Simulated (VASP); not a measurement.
## In: electric field gradients with PBE

The system is In.

```
CELL_PARAMETERS angstrom
-1.68765 1.61343 2.47395
1.61343 -1.68765 2.47395
1.63887 1.63887 -2.52273
ATOMIC_POSITIONS crystal
In 0.00000 0.00000 0.00000
```

This cell differs from its parent crystal: equal xy, yz and zx shear strains of -3 %.

```
Program                : VASP 6.6.1
Task                   : electric field gradients
Functional             : PBE
Potentials or basis    : VASP PAW PBE potentials, release 64 (In_d)
Cutoff                 : 400 eV
k mesh                 : 12 × 12 × 14
Occupations            : fermi-dirac, width 0.05 eV
Spin                   : no spin polarisation
Dipole correction      : no
Further INCAR settings : ALGO = Normal; EDIFF = 1e-08; NBANDS = 12
```

```yaml
Pressure: 2.0 GPa
Band_gap_on_the_k_mesh: zero (an odd number of electrons rules out a gap without spin polarisation)
Largest_electric_field_gradient_by_atom: In +20.7 V/Å²
```

Stress tensor (GPa, compression positive):
```
1.99 0.17 0.08
0.17 1.99 0.08
0.08 0.08 2.12
```

Levels at points of the mesh, in eV from the Fermi level:
```
           k point  band 4  band 5  band 6  band 7  band 8  band 9
(0.00, 0.00, 0.00)  -14.51  -14.40   -9.54   10.05   10.37   11.22
(0.50, 0.00, 0.00)  -14.32  -14.27   -4.06   -3.29    7.15    8.98
(0.50, 0.50, 0.00)  -14.31  -14.21   -2.11   -1.91    3.36    4.61
(0.00, 0.00, 0.50)  -14.27  -14.22   -1.77   -1.36    3.37    3.72
(0.50, 0.00, 0.50)  -14.33  -14.28   -4.52   -3.44    7.94    9.20
(0.50, 0.50, 0.50)  -14.28  -14.25   -2.90   -2.66    4.68    4.83
```

Electric field gradients, principal values (V/Å²):
```tsv
atom	least	middle	greatest (by size)
1 In	-7.298	-13.403	20.701
```

Run time: 62 s on 1 thread of Intel(R) Xeon(R) Platinum 8488C (Sapphire Rapids), with other jobs on the host, peak memory 0.23 GiB.

Caveat: the cell differs from its parent crystal (equal xy, yz and zx shear strains of -3 %); without QUAD_EFG the Cq values of the log hold for a quadrupole moment of 1 mb, not for the nuclei; spin-orbit coupling is left out, which moves the levels of the heavy elements.
